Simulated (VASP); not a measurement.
# Au (Fm-3m) in VASP: single point with PBEsol

Aim: the single point of Au with PBEsol.

All numbers are computed with VASP 6.6.1; they aren't measurements. Logs are shortened: lines on timing, memory, paths and dates and some standing lists are left out, and cuts for length are marked.

## Step 1: The cell of the first run

It takes space group Fm-3m (No. 225, cubic). The conventional cell has a = 4.083 Å, b = 4.083 Å, c = 4.083 Å, α = 90.00°, β = 90.00°, γ = 90.00°. Au (site symmetry m-3m) has 12 Au at 2.89 Å within 3.8 Å.

## Step 2: Single point, PBEsol

The input, INCAR:

```
SYSTEM = Au
ALGO     = Normal         ! electronic algorithm
EDIFF    = 1E-6           ! SCF threshold, eV
ENCUT    = 520            ! plane-wave cutoff, eV
GGA      = PS             ! functional
ISIF     = 2              ! what is computed and relaxed
ISMEAR   = -1             ! smearing method
LASPH    = .TRUE.         ! aspherical terms in the spheres
LCHARG   = .FALSE.        ! write CHGCAR
LREAL    = .FALSE.        ! projectors in reciprocal space
LWAVE    = .FALSE.        ! write WAVECAR
NBANDS   = 12             ! bands
NELM     = 80             ! most SCF steps
PREC     = Accurate       ! precision mode
SIGMA    = 0.1            ! smearing width, eV
```

The input, KPOINTS:

```
k-points
0
G
  24 24 24
  0 0 0
```

The input, POSCAR:

```
Au
1.0
    0.0000000000      2.0414800390      2.0414800390
    2.0414800390      0.0000000000      2.0414800390
    2.0414800390      2.0414800390      0.0000000000
Au
1
Direct
    0.0000000000      0.0000000000      0.0000000000
```

Potentials or basis: VASP PAW PBE potentials, release 64 (Au).

The run is started by

```sh
cat potpaw_PBE.64/Au/POTCAR > POTCAR
mpirun -np 1 vasp_std > vasp.out
```

OUTCAR:

```text
SYSTEM = Au
   EDIFF = 1E-6
   ENCUT = 520
   GGA = PS
   ISIF = 2
   ISMEAR = -1
   LASPH = .TRUE.
   LREAL = .FALSE.
   NELM = 80
   PREC = Accurate

 ion  position               nearest neighbor table
   1  0.000  0.000  0.000-

  LATTYP: Found a face centered cubic cell.
 ALAT       =     4.0829600780

  Lattice vectors:

 A1 = (   0.0000000000,   2.0414800390,   2.0414800390)
 A2 = (   2.0414800390,   0.0000000000,   2.0414800390)
 A3 = (   2.0414800390,   2.0414800390,   0.0000000000)

Analysis of symmetry for initial positions (statically):
=====================================================================
 Subroutine PRICEL returns:
 Original cell was already a primitive cell.

 Routine SETGRP: Setting up the symmetry group for a
 face centered cubic supercell.

 Subroutine GETGRP returns: Found 48 space group operations
 (whereof 48 operations were pure point group operations)
 out of a pool of 48 trial point group operations.

The static configuration has the point symmetry O_h .

Analysis of symmetry for dynamics (positions and initial velocities):
=====================================================================
 Subroutine PRICEL returns:
 Original cell was already a primitive cell.

 Routine SETGRP: Setting up the symmetry group for a
 face centered cubic supercell.

 Subroutine GETGRP returns: Found 48 space group operations
 (whereof 48 operations were pure point group operations)
 out of a pool of 48 trial point group operations.

The dynamic configuration has the point symmetry O_h .

 Subroutine INISYM returns: Found 48 space group operations
 (whereof 48 operations are pure point group operations),
 and found     1 'primitive' translations

----------------------------------------------------------------------------------------

                                     Primitive cell

  volume of cell :      17.0163

  direct lattice vectors                    reciprocal lattice vectors
     0.000000000  2.041480039  2.041480039    -0.244920347  0.244920347  0.244920347
     2.041480039  0.000000000  2.041480039     0.244920347 -0.244920347  0.244920347
     2.041480039  2.041480039  0.000000000     0.244920347  0.244920347 -0.244920347

  length of vectors
     2.887088758  2.887088758  2.887088758     0.424214485  0.424214485  0.424214485

  position of ions in fractional coordinates (direct lattice)
     0.000000000  0.000000000  0.000000000

  ion indices of the primitive-cell ions
   primitive index   ion index
                 1           1

----------------------------------------------------------------------------------------

 KPOINTS: k-points

Automatic generation of k-mesh.
 Grid dimensions read from file:
 generate k-points for:   24   24   24

 Generating k-lattice:

  Cartesian coordinates                     Fractional coordinates (reciprocal lattice)
    -0.010205014  0.010205014  0.010205014     0.041666667  0.000000000  0.000000000
     0.010205014 -0.010205014  0.010205014     0.000000000  0.041666667  0.000000000
     0.010205014  0.010205014 -0.010205014     0.000000000  0.000000000  0.041666667

  Length of vectors
     0.017675604  0.017675604  0.017675604

  Shift w.r.t. Gamma in fractional coordinates (k-lattice)
     0.000000000  0.000000000  0.000000000

 Subroutine IBZKPT returns following result:
 ===========================================

 Found    413 irreducible k-points:

 Following reciprocal coordinates:
            Coordinates               Weight
  0.000000  0.000000  0.000000      1.000000
  0.041667  0.000000  0.000000      8.000000
  0.083333  0.000000  0.000000      8.000000
  0.125000  0.000000  0.000000      8.000000
  0.166667  0.000000  0.000000      8.000000
  0.208333  0.000000  0.000000      8.000000
[... 16 lines left out ...]
  0.416667  0.041667  0.000000     24.000000
  0.458333  0.041667  0.000000     24.000000
 [... further k-points ...]
   k-points           NKPTS =    413   k-points in BZ     NKDIM =    413   number of bands    NBANDS=     12
   number of dos      NEDOS =    301   number of ions     NIONS =      1
   total plane-waves  NPLWV =  13824
   dimension x,y,z NGX =    24 NGY =   24 NGZ =   24
   dimension x,y,z NGXF=    48 NGYF=   48 NGZF=   48
   ions per type =               1
   NGX,Y,Z   is equivalent  to a cutoff of  13.82, 13.82, 13.82 a.u.
   NGXF,Y,Z  is equivalent  to a cutoff of  27.64, 27.64, 27.64 a.u.
 SYSTEM =  Au
   PREC   = accura    normal or accurate (medium, high low for compatibility)
   ISTART =      0    job   : 0-new  1-cont  2-samecut
   ICHARG =      2    charge: 1-file 2-atom 10-const
   ISPIN  =      1    spin polarized calculation?
   LNONCOLLINEAR =      F non collinear calculations
   LSORBIT =      F    spin-orbit coupling
   LASPH  =      T    aspherical Exc in radial PAW
   ENCUT  =  520.0 eV  38.22 Ry    6.18 a.u.   5.37  5.37  5.37*2*pi/ulx,y,z
   NELM   =     80;   NELMIN=  2; NELMDL= -5     # of ELM steps
   EDIFF  = 0.1E-05   stopping-criterion for ELM
   LREAL  =      F    real-space projection
   EDIFFG = 0.1E-04   stopping-criterion for IOM
   NSW    =      0    number of steps for IOM
   IBRION =     -1    ionic relax: 0-MD 1-quasi-New 2-CG
   NFREE  =      0    steps in history (QN), initial steepest desc. (CG)
   ISIF   =      2    stress and relaxation
   ISYM   =      2    0-nonsym 1-usesym 2-fastsym
   POTIM  = 0.5000    time-step for ionic-motion
   TEBEG  =    0.0;   TEEND  =   0.0 temperature during run
   PSTRESS=    0.0 pullay stress
   NELECT =      11.0000    total number of electrons
   NUPDOWN=      -1.0000    fix difference up-down
   EMIN   =  10.00;   EMAX   =-10.00  energy-range for DOS
   EFERMI =   0.00;   METHOD = LEGACY
   ISMEAR =    -1;   SIGMA  =   0.10  broadening in eV -4-tet -1-fermi 0-gaus
   EFERMI_NEDOS =   21; number of points for ismear=-14 and -15
   IALGO  =     38    algorithm
   IMIX   =      4    mixing-type and parameters
     AMIX     =   0.40;   BMIX     =  1.00
     AMIX_MAG =   1.60;   BMIX_MAG =  1.00
  volume/ion in A,a.u.               =      17.02       114.83
  Fermi-wavevector in a.u.,A,eV,Ry     =   1.415524  2.674953 27.262107  2.003708
  Thomas-Fermi vector in A             =   2.536954
   LORBIT       =      0    0 simple, 1 ext, 2 COOP (PROOUT), +10 PAW based schemes
   GGA     = PS    functional components
   LHFCALC =     F    Hartree Fock is set to
   AEXX    =    0.0000 exact exchange contribution
   IVDW    =     0    specifies the selected vdW correction
   LEPSILON=     F    determine dielectric tensor
   LRPA    =     F    only Hartree local field effects (RPA)
 non-spin polarized calculation
  energy-cutoff  :      520.00
  volume of cell :       17.02
 maximum number of plane-waves:       473
 NGX is ok and might be reduce to    24
   NGX = 11   NGY = 11   NGZ = 11

 number of electron      11.0000000 magnetization

 Free energy of the ion-electron system (eV)
  ---------------------------------------------------
  ext. energy  EPLUGINS =         0.00000000
  ---------------------------------------------------
  free energy    TOTEN  =        -3.92892680 eV

  energy without entropy =       -3.92008657  energy(sigma->0) =       -3.92450668

 E-fermi :   9.3048     XC(G=0): -12.8939

 val. band max:        9.2929831324   @ k =  -0.4583   0.0833   0.0000
 cond. band min:       9.3211005784   @ k =   0.5000   0.3333   0.1250
 fundamental gap:      0.0281174461
 Fermi energy:         9.3047946454

 k-point     1 :       0.0000    0.0000    0.0000
  band No.  band energies     occupation
      1      -0.6337      2.00000
      2       4.6149      2.00000
      3       4.6149      2.00000
      4       4.6149      2.00000
      5       6.1487      2.00000
      6       6.1487      2.00000
      7      23.8011      0.00000
      8      27.8041      0.00000
      9      27.8041      0.00000
     10      27.8041      0.00000
     11      32.6757      0.00000
     12      37.3547      0.00000

 k-point     2 :       0.0417    0.0000    0.0000
  band No.  band energies     occupation
      1      -0.5727      2.00000
      2       4.5942      2.00000
      3       4.6364      2.00000
      4       4.6364      2.00000
      5       6.1386      2.00000
      6       6.1386      2.00000
      7      23.8754      0.00000
      8      27.3768      0.00000
      9      27.8773      0.00000
     10      27.8773      0.00000
     11      33.0656      0.00000
     12      36.4205      0.00000

 k-point     3 :       0.0833    0.0000    0.0000
  band No.  band energies     occupation
      1      -0.3924      2.00000
      2       4.5372      2.00000
      3       4.6964      2.00000
      4       4.6964      2.00000
      5       6.1133      2.00000
      6       6.1133      2.00000
      7      24.0749      0.00000
      8      26.3835      0.00000
      9      28.0903      0.00000
     10      28.0903      0.00000
     11      33.5319      0.00000
     12      35.5297      0.00000

 k-point     4 :       0.1250    0.0000    0.0000
  band No.  band energies     occupation
      1      -0.1012      2.00000
      2       4.4600      2.00000
      3       4.7803      2.00000
      4       4.7803      2.00000
      5       6.0892      2.00000
      6       6.0892      2.00000
      7      24.2574      0.00000
      8      25.2408      0.00000
      9      28.4202      0.00000
     10      28.4202      0.00000
     11      32.7072      0.00000
     12      35.0022      0.00000

 k-point     5 :       0.1667    0.0000    0.0000
  band No.  band energies     occupation
      1       0.2831      2.00000
      2       4.3900      2.00000
      3       4.8614      2.00000
      4       4.8614      2.00000
      5       6.0948      2.00000
      6       6.0948      2.00000
      7      23.4874      0.00000
      8      24.9056      0.00000
      9      28.8175      0.00000
     10      28.8175      0.00000
     11      31.6596      0.00000
     12      33.8857      0.00000
[... 228 lines left out ...]
      1       1.7749      2.00000
      2       4.7585      2.00000
      3       4.8389      2.00000
      4       5.0007      2.00000
      5       6.6467      2.00000
      6       6.8202      2.00000
      7      17.7252      0.00000
      8      24.3141      0.00000
      9      27.4675      0.00000
     10      28.7144      0.00000
     11      31.9351      0.00000
     12      32.7936      0.00000

 k-point    22 :       0.3750    0.0417    0.0000
  band No.  band energies     occupation
      1       1.9255      2.00000
      2       4.6844      2.00000
      3       4.7637      2.00000
      4       5.6222      2.00000
      5       6.9915      2.00000
      6       7.0361      2.00000
      7      16.0983      0.00000
      8      23.9288      0.00000
      9      26.9643      0.00000
     10      27.8550      0.00000
     11      32.9286      0.00000
     12      33.1848      0.00000

 k-point    23 :       0.4167    0.0417    0.0000
  band No.  band energies     occupation
      1       1.9841      2.00000
      2       4.6158      2.00000
      3       4.6954      2.00000
      4       6.3016      2.00000
      5       7.2141      2.00000
      6       7.4376      2.00000
      7      14.5657      0.00000
      8      23.6147      0.00000
      9      26.5497      0.00000
     10      27.1114      0.00000
     11      33.6114      0.00000
     12      33.7460      0.00000

 k-point    24 :       0.4583    0.0417    0.0000
  band No.  band energies     occupation
      1       1.9993      2.00000
      2       4.5691      2.00000
      3       4.6443      2.00000
      4       6.7822      2.00000
      5       7.3273      2.00000
      6       8.0655      1.99999
      7      13.2412      0.00000
      8      23.4017      0.00000
      9      26.3041      0.00000
     10      26.5468      0.00000
     11      33.9733      0.00000
     12      34.1764      0.00000

 [... further k-points ...]
[... 5 lines left out ...]
  --------------------------------------------------------------------------------------
  -------------------------------------------------------------------------------------
  Total       -0.0313581     -0.0313581     -0.0313581     -0.0000000      0.0000000      0.0000000
  in kB       -2.9525306     -2.9525306     -2.9525306     -0.0000000      0.0000000      0.0000000
  external PRESSURE =      -2.9525306 kB  Pullay stress =       0.0000000 kB

 VOLUME and BASIS-vectors are now :
 -----------------------------------------------------------------------------
  energy-cutoff  :      520.00
  volume of cell :       17.02
      direct lattice vectors                 reciprocal lattice vectors
     0.000000000  2.041480039  2.041480039    -0.244920347  0.244920347  0.244920347
     2.041480039  0.000000000  2.041480039     0.244920347 -0.244920347  0.244920347
     2.041480039  2.041480039  0.000000000     0.244920347  0.244920347 -0.244920347

 POSITION                                       TOTAL-FORCE (eV/Angst)
 -----------------------------------------------------------------------------------
      0.00000      0.00000      0.00000         0.000000      0.000000      0.000000
 -----------------------------------------------------------------------------------
    total drift:                               -0.000000      0.000000      0.000000

  FREE ENERGIE OF THE ION-ELECTRON SYSTEM (eV)
  ---------------------------------------------------
  free  energy   TOTEN  =        -3.9289267956 eV

  energy  without entropy=       -3.9200865740  energy(sigma->0) =       -3.92450668
```

Wall time 31 s (1 thread of Intel Xeon Platinum 8375C at 2.90GHz (Ice Lake), shared host); peak memory 0.21 GiB.

What came out:

```
Free energy : -3.9289 eV
Pressure    : -0.3 GPa
```

Caveat: the PAW data sets were made with another functional, which shifts forces and pressure a little; spin-orbit coupling is left out, which moves the levels of the heavy elements.
